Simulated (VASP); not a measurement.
# MoS2 in VASP: further runs

MoS2 is run at these levels: PBEsol; tasks: single point.

Program: VASP 6.6.1. These are calculated values, not measurements. Logs are shortened: lines on timing, memory, paths and dates and some standing lists are left out, and cuts for length are marked.

## Step 1: The cell of the first run

The cell holds a slab with vacuum, 6 atoms: a = 3.185 Å, b = 3.185 Å, c = 21.671 Å, α = 90.00°, β = 90.00°, γ = 120.00°.

## Step 2: Single point, PBEsol, collinear spin, ferromagnetic start

Contents of INCAR:

```
PREC = Accurate
ENCUT = 520
EDIFF = 1E-6
ISMEAR = 0
SIGMA = 0.1
LREAL = F
LASPH = T
NELM = 150
ALGO = Normal
ISIF = 2
LWAVE = F
LCHARG = F
ISPIN = 2
MAGMOM = 1 1 0 0 0 0
LORBIT = 11
LMAXMIX = 4
GGA = PS
NBANDS = 39
```

Contents of KPOINTS:

```
regular mesh
0
Gamma
  6 6 1
```

Contents of POSCAR:

```
MoS2
1.0
    3.1845414560      0.0000000000      0.0000000000
   -1.5922707280      2.7578938003      0.0000000000
    0.0000000000      0.0000000000     21.6705347200
Mo S
2 4
Direct
    0.6666666700      0.3333333300      0.1488397700
    0.3333333300      0.6666666700      0.8511602300
    0.3333333300      0.6666666700      0.2203746100
    0.6666666700      0.3333333300      0.9227490000
    0.3333333300      0.6666666700      0.0772510000
    0.6666666700      0.3333333300      0.7796253900
```

Potentials or basis: VASP PAW PBE potentials, release 64 (Mo_sv, S).

Run with:

```
cat potpaw_PBE.64/Mo_sv/POTCAR potpaw_PBE.64/S/POTCAR > POTCAR
mpirun -np 1 vasp_std > vasp.out
```

OUTCAR:

```text
PREC = Accurate
   ENCUT = 520
   EDIFF = 1E-6
   ISMEAR = 0
   LREAL = F
   LASPH = T
   NELM = 150
   ISIF = 2
   ISPIN = 2
   LORBIT = 11
   GGA = PS

 ion  position               nearest neighbor table
   1  0.667  0.333  0.149-   3 2.40   3 2.40   3 2.40   5 2.41   5 2.41   5 2.41
   2  0.333  0.667  0.851-   6 2.40   6 2.40   6 2.40   4 2.41   4 2.41   4 2.41
   3  0.333  0.667  0.220-   1 2.40   1 2.40   1 2.40
   4  0.667  0.333  0.923-   2 2.41   2 2.41   2 2.41
   5  0.333  0.667  0.077-   1 2.41   1 2.41   1 2.41
   6  0.667  0.333  0.780-   2 2.40   2 2.40   2 2.40

  LATTYP: Found a hexagonal cell.
 ALAT       =     3.1845414560
 C/A-ratio  =     6.8049152506

  Lattice vectors:

 A1 = (   3.1845414560,   0.0000000000,   0.0000000000)
 A2 = (  -1.5922707280,   2.7578938003,   0.0000000000)
 A3 = (   0.0000000000,   0.0000000000,  21.6705347200)

Analysis of symmetry for initial positions (statically):
=====================================================================
 Subroutine PRICEL returns:
 Original cell was already a primitive cell.

 Routine SETGRP: Setting up the symmetry group for a
 hexagonal supercell.

 Subroutine GETGRP returns: Found 12 space group operations
 (whereof 12 operations were pure point group operations)
 out of a pool of 24 trial point group operations.

The static configuration has the point symmetry D_3d.

Analysis of symmetry for dynamics (positions and initial velocities):
=====================================================================
 Subroutine PRICEL returns:
 Original cell was already a primitive cell.

 Routine SETGRP: Setting up the symmetry group for a
 hexagonal supercell.

 Subroutine GETGRP returns: Found 12 space group operations
 (whereof 12 operations were pure point group operations)
 out of a pool of 24 trial point group operations.

The dynamic configuration has the point symmetry D_3d.

Analysis of structural, dynamic, and magnetic symmetry:
=====================================================================
 Subroutine PRICEL returns:
 Original cell was already a primitive cell.

 Routine SETGRP: Setting up the symmetry group for a
 hexagonal supercell.

 Subroutine GETGRP returns: Found 12 space group operations
 (whereof 12 operations were pure point group operations)
 out of a pool of 24 trial point group operations.

The overall configuration has the point symmetry D_3d.

 Subroutine INISYM returns: Found 12 space group operations
 (whereof 12 operations are pure point group operations),
 and found     1 'primitive' translations

----------------------------------------------------------------------------------------

                                     Primitive cell

  volume of cell :     190.3242

  direct lattice vectors                    reciprocal lattice vectors
     3.184541456  0.000000000  0.000000000     0.314016952  0.181297771  0.000000000
    -1.592270728  2.757893800  0.000000000     0.000000000  0.362595543  0.000000000
     0.000000000  0.000000000 21.670534720     0.000000000  0.000000000  0.046145608

  length of vectors
     3.184541456  3.184541456 21.670534720     0.362595543  0.362595543  0.046145608

  position of ions in fractional coordinates (direct lattice)
     0.666666670  0.333333330  0.148839770
     0.333333330  0.666666670  0.851160230
     0.333333330  0.666666670  0.220374610
     0.666666670  0.333333330  0.922749000
     0.333333330  0.666666670  0.077251000
     0.666666670  0.333333330  0.779625390

  ion indices of the primitive-cell ions
   primitive index   ion index
                 1           1
                 2           2
                 3           3
                 4           4
                 5           5
                 6           6

----------------------------------------------------------------------------------------

 KPOINTS: regular mesh

[... 23 lines left out ...]
            Coordinates               Weight
  0.000000  0.000000  0.000000      1.000000
  0.166667  0.000000  0.000000      6.000000
  0.333333  0.000000  0.000000      6.000000
  0.500000  0.000000  0.000000      3.000000
  0.166667  0.166667  0.000000      6.000000
  0.333333  0.166667  0.000000     12.000000
  0.333333  0.333333  0.000000      2.000000
   k-points           NKPTS =      7   k-points in BZ     NKDIM =      7   number of bands    NBANDS=     39
   number of dos      NEDOS =    301   number of ions     NIONS =      6
   total plane-waves  NPLWV =  93312
   dimension x,y,z NGX =    24 NGY =   24 NGZ =  162
   dimension x,y,z NGXF=    48 NGYF=   48 NGZF=  324
   ions per type =               2   4
   NGX,Y,Z   is equivalent  to a cutoff of  12.53, 12.53, 12.43 a.u.
   NGXF,Y,Z  is equivalent  to a cutoff of  25.06, 25.06, 24.86 a.u.
 SYSTEM =  unknown system
   PREC   = accura    normal or accurate (medium, high low for compatibility)
   ISTART =      0    job   : 0-new  1-cont  2-samecut
   ICHARG =      2    charge: 1-file 2-atom 10-const
   ISPIN  =      2    spin polarized calculation?
   LNONCOLLINEAR =      F non collinear calculations
   LSORBIT =      F    spin-orbit coupling
   LASPH  =      T    aspherical Exc in radial PAW
   ENCUT  =  520.0 eV  38.22 Ry    6.18 a.u.   5.92  5.92 40.29*2*pi/ulx,y,z
   NELM   =    150;   NELMIN=  2; NELMDL= -5     # of ELM steps
   EDIFF  = 0.1E-05   stopping-criterion for ELM
   LREAL  =      F    real-space projection
   EDIFFG = 0.1E-04   stopping-criterion for IOM
   NSW    =      0    number of steps for IOM
   IBRION =     -1    ionic relax: 0-MD 1-quasi-New 2-CG
   NFREE  =      0    steps in history (QN), initial steepest desc. (CG)
   ISIF   =      2    stress and relaxation
   ISYM   =      2    0-nonsym 1-usesym 2-fastsym
   POTIM  = 0.5000    time-step for ionic-motion
   TEBEG  =    0.0;   TEEND  =   0.0 temperature during run
   PSTRESS=    0.0 pullay stress
   NELECT =      52.0000    total number of electrons
   NUPDOWN=      -1.0000    fix difference up-down
   EMIN   =  10.00;   EMAX   =-10.00  energy-range for DOS
   EFERMI =   0.00;   METHOD = LEGACY
   ISMEAR =     0;   SIGMA  =   0.10  broadening in eV -4-tet -1-fermi 0-gaus
   EFERMI_NEDOS =   21; number of points for ismear=-14 and -15
   IALGO  =     38    algorithm
   IMIX   =      4    mixing-type and parameters
     AMIX     =   0.40;   BMIX     =  1.00
     AMIX_MAG =   1.60;   BMIX_MAG =  1.00
  volume/ion in A,a.u.               =      31.72       214.06
  Fermi-wavevector in a.u.,A,eV,Ry     =   1.062294  2.007444 15.353737  1.128468
  Thomas-Fermi vector in A             =   2.197739
   LORBIT       =     11    0 simple, 1 ext, 2 COOP (PROOUT), +10 PAW based schemes
   GGA     = PS    functional components
   LHFCALC =     F    Hartree Fock is set to
   AEXX    =    0.0000 exact exchange contribution
   IVDW    =     0    specifies the selected vdW correction
   LEPSILON=     F    determine dielectric tensor
   LRPA    =     F    only Hartree local field effects (RPA)
 spin polarized calculation
 Gauss-broadening in eV      SIGMA  =   0.10
  energy-cutoff  :      520.00
  volume of cell :      190.32
 maximum number of plane-waves:      5153
 NGX is ok and might be reduce to    24
   NGX = 11   NGY = 11   NGZ = 81

 number of electron      51.9999999 magnetization       0.0000041

 Free energy of the ion-electron system (eV)
  ---------------------------------------------------
  ext. energy  EPLUGINS =         0.00000000
  ---------------------------------------------------
  free energy    TOTEN  =       -46.83807892 eV

  energy without entropy =      -46.83807892  energy(sigma->0) =      -46.83807892

 E-fermi :   2.1757     XC(G=0):  -6.6623

 val. band max:        1.5685833524   @ k =   0.0000   0.0000   0.0000
 cond. band min:       2.8221625563   @ k =   0.3333   0.3333   0.0000
 fundamental gap:      1.2535792039
 Fermi energy:         2.1756550785

 spin component 1

 k-point     1 :       0.0000    0.0000    0.0000
  band No.  band energies     occupation
      1     -59.5628      1.00000
      2     -59.5628      1.00000
      3     -33.7444      1.00000
      4     -33.7444      1.00000
      5     -33.5310      1.00000
      6     -33.5310      1.00000
[... 276 lines left out ...]
     37       8.8518      0.00000
     38       8.8518      0.00000
 Fermi energy:         2.1756550785

 spin component 2

 k-point     1 :       0.0000    0.0000    0.0000
  band No.  band energies     occupation
      1     -59.5628      1.00000
      2     -59.5628      1.00000
      3     -33.7444      1.00000
      4     -33.7444      1.00000
      5     -33.5310      1.00000
      6     -33.5310      1.00000
[... 276 lines left out ...]
     37       8.8518      0.00000
     38       8.8518      0.00000
 [bands above 38 left out]

------------------------ aborting loop because EDIFF is reached ----------------------------------------

  FORCE on cell =-STRESS in cart. coord.  units (eV):
  Direction    XX          YY          ZZ          XY          YZ          ZX
  --------------------------------------------------------------------------------------
  -------------------------------------------------------------------------------------
  Total       -2.8103838     -2.8103838     -0.9234294     -0.0000000      0.0000000      0.0000000
  in kB      -23.6582243    -23.6582243     -7.7735649     -0.0000000      0.0000000      0.0000000
  external PRESSURE =     -18.3633378 kB  Pullay stress =       0.0000000 kB

 VOLUME and BASIS-vectors are now :
 -----------------------------------------------------------------------------
  energy-cutoff  :      520.00
  volume of cell :      190.32
      direct lattice vectors                 reciprocal lattice vectors
     3.184541456  0.000000000  0.000000000     0.314016952  0.181297771  0.000000000
    -1.592270728  2.757893800  0.000000000     0.000000000  0.362595543  0.000000000
     0.000000000  0.000000000 21.670534720     0.000000000  0.000000000  0.046145608

 POSITION                                       TOTAL-FORCE (eV/Angst)
 -----------------------------------------------------------------------------------
      1.59227      0.91930      3.22544         0.000000     -0.000000     -0.005991
     -0.00000      1.83860     18.44510        -0.000000      0.000000      0.005991
     -0.00000      1.83860      4.77564         0.000000      0.000000     -0.125860
      1.59227      0.91930     19.99646         0.000000      0.000000     -0.109530
     -0.00000      1.83860      1.67407        -0.000000      0.000000      0.109530
      1.59227      0.91930     16.89490        -0.000000      0.000000      0.125860
 -----------------------------------------------------------------------------------
    total drift:                                0.000000     -0.000000      0.000000

  FREE ENERGIE OF THE ION-ELECTRON SYSTEM (eV)
  ---------------------------------------------------
  free  energy   TOTEN  =       -46.8380789198 eV

  energy  without entropy=      -46.8380789198  energy(sigma->0) =      -46.83807892

 total charge

# of ion       s       p       d       tot
------------------------------------------
    1        2.294   6.220   3.955  12.469
    2        2.294   6.220   3.955  12.469
    3        1.356   2.322   0.000   3.678
    4        1.357   2.319   0.000   3.675
    5        1.357   2.319   0.000   3.675
    6        1.356   2.322   0.000   3.678
--------------------------------------------------
tot         10.013  21.721   7.910  39.644

 magnetization (x)

# of ion       s       p       d       tot
------------------------------------------
    1        0.000   0.000   0.000   0.000
    2        0.000   0.000   0.000   0.000
    3        0.000  -0.000   0.000  -0.000
    4        0.000  -0.000   0.000  -0.000
    5        0.000  -0.000   0.000  -0.000
    6        0.000  -0.000   0.000  -0.000
--------------------------------------------------
tot          0.000  -0.000   0.000   0.000
```

It took 6.9 min on 1 thread of AMD EPYC 7R13, shared host; peak memory 0.36 GiB.

Results:

```yaml
Free_energy: -46.8381 eV
Largest_force: 0.126 eV/Å
Band_gap_on_the_k_mesh: 1.25 eV, indirect (least direct gap 1.64 eV)
Net_moment: 0.00 μB per cell
Valence_electrons_inside_the_program's_atomic_spheres: Mo 12.47; S 3.68, 3.67
```

Forces on the atoms (eV/Å):
```
Mo   0.000  0.000 -0.006
Mo   0.000  0.000  0.006
S    0.000  0.000 -0.126
S    0.000  0.000 -0.110
S    0.000  0.000  0.110
S    0.000  0.000  0.126
```

Levels at points of the mesh, in eV from the valence-band top:
Spin up:
```
           k point  band 23  band 24  band 25  band 26  band 27  band 28  band 29  band 30
(0.00, 0.00, 0.00)    -1.92    -1.71    -0.50     0.00     2.39     2.39     2.40     2.40
(0.50, 0.00, 0.00)    -1.40    -1.35    -1.04    -1.01     1.86     1.87     2.34     2.43
```
Spin down:
| k point | band 22 | band 23 | band 24 | band 25 | band 26 | band 27 | band 28 | band 29 | band 30 | band 31 |
| --- | --- | --- | --- | --- | --- | --- | --- | --- | --- | --- |
| (0.00, 0.00, 0.00) | -1.92 | -1.92 | -1.71 | -0.50 | 0.00 | 2.39 | 2.39 | 2.40 | 2.40 | 2.67 |
| (0.50, 0.00, 0.00) | -2.19 | -1.40 | -1.35 | -1.04 | -1.01 | 1.86 | 1.87 | 2.34 | 2.43 | 3.34 |

Caveat: the PAW data sets were made with another functional, which shifts forces and pressure a little.

## Step 3: Single point, PBEsol

This run uses another cell than the first one, of 30.71 Å³/atom, 0.968 times its volume.

Contents of INCAR:

```
SYSTEM = MoS2
PREC = Accurate
ENCUT = 520
EDIFF = 1E-6
ISMEAR = 0
SIGMA = 0.02
LREAL = .FALSE.
LASPH = .TRUE.
NELM = 60
ALGO = Normal
ISIF = 2
LWAVE = .FALSE.
LCHARG = .FALSE.
GGA = PS
NBANDS = 35
```

Contents of KPOINTS:

```
Automatic mesh
0
G
  12 12 2
  0 0 0
```

Contents of POSCAR:

```
MoS2
1.0
    3.1409019108      0.0000000000      0.0000000000
   -1.5704509554      2.7201008455      0.0000000000
    0.0000000000      0.0000000000     21.5685039531
Mo S
2 4
Direct
    0.6666666667      0.3333333333      0.1457621345
    0.3333333333      0.6666666667      0.8542378655
    0.3333333333      0.6666666667      0.2179999013
    0.6666666667      0.3333333333      0.9265417707
    0.3333333333      0.6666666667      0.0734582293
    0.6666666667      0.3333333333      0.7820000987
```

Potentials or basis: VASP PAW PBE potentials, release 64 (Mo_sv, S).

Run with:

```
cat potpaw_PBE.64/Mo_sv/POTCAR potpaw_PBE.64/S/POTCAR > POTCAR
mpirun -np 1 vasp_std > vasp.out
```

Run time: 12 min. Hardware: 1 thread of AMD EPYC 7R13, shared host; peak memory 0.37 GiB.

It converged, with:

```yaml
Free_energy: -46.8780 eV
Band_gap_on_the_k_mesh: 1.39 eV, indirect (least direct gap 1.78 eV)
```

Levels at points of the mesh, in eV from the valence-band top:
```csv
k point,band 24,band 25,band 26,band 27,band 28,band 29
"(0.00, 0.00, 0.00)",-1.75,-0.63,0.00,2.52,2.52,2.53
"(0.50, 0.00, 0.00)",-1.21,-1.05,-1.01,2.04,2.05,2.49
"(0.00, 0.00, 0.50)",-1.75,-0.63,0.00,2.52,2.52,2.53
"(0.50, 0.00, 0.50)",-1.21,-1.05,-1.01,2.04,2.05,2.49
```

Caveat: the PAW data sets were made with another functional, which shifts forces and pressure a little.
